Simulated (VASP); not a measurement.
# PtSe2 (R-3m) in VASP: a series of runs, part 3 of 3

VASP 6.6.1.

## 5. Single point, PBE

This run uses another cell than the first one, of 22.66 Å³/atom.

INCAR reads:

```
SYSTEM = PtSe2
ALGO = Normal
EDIFF = 1E-6
ENCUT = 520
GGA = PE
ISIF = 2
ISMEAR = -1
LASPH = .TRUE.
LCHARG = .FALSE.
LREAL = .FALSE.
LWAVE = .FALSE.
NBANDS = 18
NELM = 80
PREC = Accurate
SIGMA = 0.02
```

KPOINTS reads:

```
k-points
0
G
  8 8 8
  0 0 0
```

POSCAR reads:

```
PtSe2
1.0
    1.8457016943      1.0656163701      5.7607123488
   -1.8457016943      1.0656163701      5.7607123488
    0.0000000000     -2.1312327401      5.7607123488
Pt Se
1 2
Direct
    0.0000000000      0.0000000000      0.0000000000
    0.2567812158      0.2567812158      0.2567812158
    0.7432187842      0.7432187842      0.7432187842
```

Potentials or basis: VASP PAW PBE potentials, release 64 (Pt, Se).

On the command line:

```bash
$ cat potpaw_PBE.64/Pt/POTCAR potpaw_PBE.64/Se/POTCAR > POTCAR
$ mpirun -np 1 vasp_std > vasp.out
```

OUTCAR:

```text
SYSTEM = PtSe2
   EDIFF = 1E-6
   ENCUT = 520
   GGA = PE
   ISIF = 2
   ISMEAR = -1
   LASPH = .TRUE.
   LREAL = .FALSE.
   NELM = 80
   PREC = Accurate

 ion  position               nearest neighbor table
   1  0.000  0.000  0.000-   3 2.51   3 2.51   2 2.51   2 2.51   3 2.51   2 2.51
   2  0.257  0.257  0.257-   1 2.51   1 2.51   1 2.51
   3  0.743  0.743  0.743-   1 2.51   1 2.51   1 2.51

  LATTYP: Found a trigonal (rhomboedric) cell.
 ALAT       =     6.1423089924
 COS(alpha) =     0.8194116636

  Lattice vectors:

 A1 = (   1.8457016943,   1.0656163701,   5.7607123488)
 A2 = (  -1.8457016943,   1.0656163701,   5.7607123488)
 A3 = (   0.0000000000,  -2.1312327401,   5.7607123488)

Analysis of symmetry for initial positions (statically):
=====================================================================
 Subroutine PRICEL returns:
 Original cell was already a primitive cell.

 Routine SETGRP: Setting up the symmetry group for a
 trigonal (rhombohedral) supercell.

 Subroutine GETGRP returns: Found 12 space group operations
[... 165 lines left out ...]
  energy without entropy =      -14.24702410  energy(sigma->0) =      -14.24702446

 E-fermi :   5.0658     XC(G=0):  -9.9348

 val. band max:        4.8896190748   @ k =   0.0000   0.0000   0.0000
 cond. band min:       5.2694628615   @ k =  -0.2500   0.2500   0.0000
 fundamental gap:      0.3798437867
 Fermi energy:         5.0657546161

 k-point     1 :       0.0000    0.0000    0.0000
  band No.  band energies     occupation
      1      -9.9607      2.00000
      2      -7.8662      2.00000
      3      -1.4574      2.00000
      4      -0.8855      2.00000
      5      -0.8855      2.00000
      6       1.3604      2.00000
[... 481 lines left out ...]
      5      -0.2345      2.00000
      6       0.2129      2.00000
[... 10 lines left out ...]
     17      13.8358      0.00000
     18      14.4508      0.00000

 [... further k-points ...]

------------------------ aborting loop because EDIFF is reached ----------------------------------------

  FORCE on cell =-STRESS in cart. coord.  units (eV):
  Direction    XX          YY          ZZ          XY          YZ          ZX
  --------------------------------------------------------------------------------------
  -------------------------------------------------------------------------------------
  Total        1.7387317      1.7387317      1.1147199      0.0000000      0.0000000      0.0000000
  in kB       40.9782407     40.9782407     26.2715985      0.0000000      0.0000000      0.0000000
  external PRESSURE =      36.0760267 kB  Pullay stress =       0.0000000 kB

 VOLUME and BASIS-vectors are now :
 -----------------------------------------------------------------------------
  energy-cutoff  :      520.00
  volume of cell :       67.98
      direct lattice vectors                 reciprocal lattice vectors
     1.845701694  1.065616370  5.760712349     0.270899681  0.156404004  0.057863214
    -1.845701694  1.065616370  5.760712349    -0.270899681  0.156404004  0.057863214
     0.000000000 -2.131232740  5.760712349     0.000000000 -0.312808007  0.057863214

 POSITION                                       TOTAL-FORCE (eV/Angst)
 -----------------------------------------------------------------------------------
      0.00000      0.00000      0.00000         0.000000      0.000000      0.000000
      0.00000      0.00000      4.43773         0.000000     -0.000000     -0.136079
      0.00000      0.00000     12.84441         0.000000      0.000000      0.136079
 -----------------------------------------------------------------------------------
    total drift:                                0.000000      0.000000     -0.000000

  FREE ENERGIE OF THE ION-ELECTRON SYSTEM (eV)
  ---------------------------------------------------
  free  energy   TOTEN  =       -14.2470248263 eV

  energy  without entropy=      -14.2470240987  energy(sigma->0) =      -14.24702446
```

OSZICAR:

```text
N       E                     dE             d eps       ncg     rms          rms(c)
DAV:   1     0.112257201963E+03    0.11226E+03   -0.10026E+04  2356   0.107E+03
DAV:   2    -0.972408801155E+01   -0.12198E+03   -0.11770E+03  2922   0.208E+02
DAV:   3    -0.150403650615E+02   -0.53163E+01   -0.52822E+01  2876   0.438E+01
DAV:   4    -0.150846080785E+02   -0.44243E-01   -0.44227E-01  2912   0.436E+00
DAV:   5    -0.150851782168E+02   -0.57014E-03   -0.57012E-03  2836   0.469E-01    0.126E+01
DAV:   6    -0.144552658369E+02    0.62991E+00   -0.38409E+00  2444   0.189E+01    0.713E+00
DAV:   7    -0.142672747427E+02    0.18799E+00   -0.78275E-01  2416   0.871E+00    0.373E+00
DAV:   8    -0.142491281982E+02    0.18147E-01   -0.47481E-02  2690   0.158E+00    0.753E-01
DAV:   9    -0.142467260103E+02    0.24022E-02   -0.76872E-03  2634   0.867E-01    0.177E-01
DAV:  10    -0.142470121505E+02   -0.28614E-03   -0.14098E-03  2690   0.236E-01    0.519E-02
DAV:  11    -0.142470160521E+02   -0.39016E-05   -0.61672E-05  3064   0.648E-02    0.295E-02
DAV:  12    -0.142470239770E+02   -0.79249E-05   -0.17885E-05  2560   0.275E-02    0.400E-03
DAV:  13    -0.142470248263E+02   -0.84928E-06   -0.20329E-06  2826   0.929E-03
   1 F= -.14247025E+02 E0= -.14247024E+02  d E =-.727566E-06
```

stdout:

```text
POSCAR found type information on POSCAR PtSe
 POSCAR found :  2 types and       3 ions
 scaLAPACK will be used
 LDA part: xc-table for (Slater+PW92), standard interpolation
 POSCAR, INCAR and KPOINTS ok, starting setup
 FFT: planning ... GRIDC
 FFT: planning ... GRID_SOFT
 FFT: planning ... GRID
 WAVECAR not read
 entering main loop
```

Wall time 3.1 min (1 thread of Intel Xeon 8259CL, shared host); peak memory 0.35 GiB.

What came out:

* Free energy: -14.2470 eV
* Pressure: 3.6 GPa
* Largest force: 0.136 eV/Å
* Band gap on the k mesh: 0.38 eV (least direct gap 0.78 eV)

Forces in eV/Å, atoms in the order of the input:
```
Pt   0.000  0.000  0.000
Se   0.000  0.000 -0.136
Se   0.000  0.000  0.136
```

Levels at points of the mesh, in eV from the valence-band top:
```tsv
k point	band 9	band 10	band 11	band 12	band 13	band 14
(0.00, 0.00, 0.00)	-0.53	-0.53	0.00	2.27	2.27	4.31
(0.50, 0.00, 0.00)	-2.56	-2.46	-2.32	1.35	1.82	5.02
(0.50, 0.50, 0.00)	-2.62	-2.56	-1.77	2.37	2.39	3.33
(0.50, 0.50, 0.50)	-1.63	-0.72	-0.72	2.46	2.46	5.10
```

Caveat: the cell stands under pressure; spin-orbit coupling is left out, which moves the levels of the heavy elements. A k mesh can miss the band edges.

## 6. Summary

| task | level | cell | cutoff (eV) | gap on the mesh (eV) | pressure (GPa) |
| --- | --- | --- | --- | --- | --- |
| relaxation of cell and atoms | PBE+D3(BJ) | relaxed from a = 6.494 Å, angles 34.5°, 3 atoms, atomic positions A | 600 | none | 0.0 |
| single point | PBE+D3(BJ) | a = 5.934 Å, angles 36.4°, 3 atoms, atomic positions B | 520 | none | 0.0 |
| single point | PBE+D4 | a = 5.947 Å, angles 36.4°, 3 atoms, atomic positions C | 520 | none | 0.0 |
| single point | PBE | a = 6.142 Å, angles 35.0°, 3 atoms, atomic positions D | 520 | 0.38 | 3.6 |

Alike in all rows: potentials or basis VASP PAW PBE potentials, release 64 (Pt, Se); no spin polarisation; k mesh 8 × 8 × 8; smearing fermi-dirac 0.02 eV.

Caveats: spin-orbit coupling is left out, which moves the levels of the heavy elements; the volume moved by over 15 % at a fixed basis, so the end points are rough (at least some runs); the cell stands under pressure (at least some runs).

Absolute energies hang on the potentials; compare differences alone.

The gap in the log of VASP goes by the Fermi energy; the results here count the filled bands.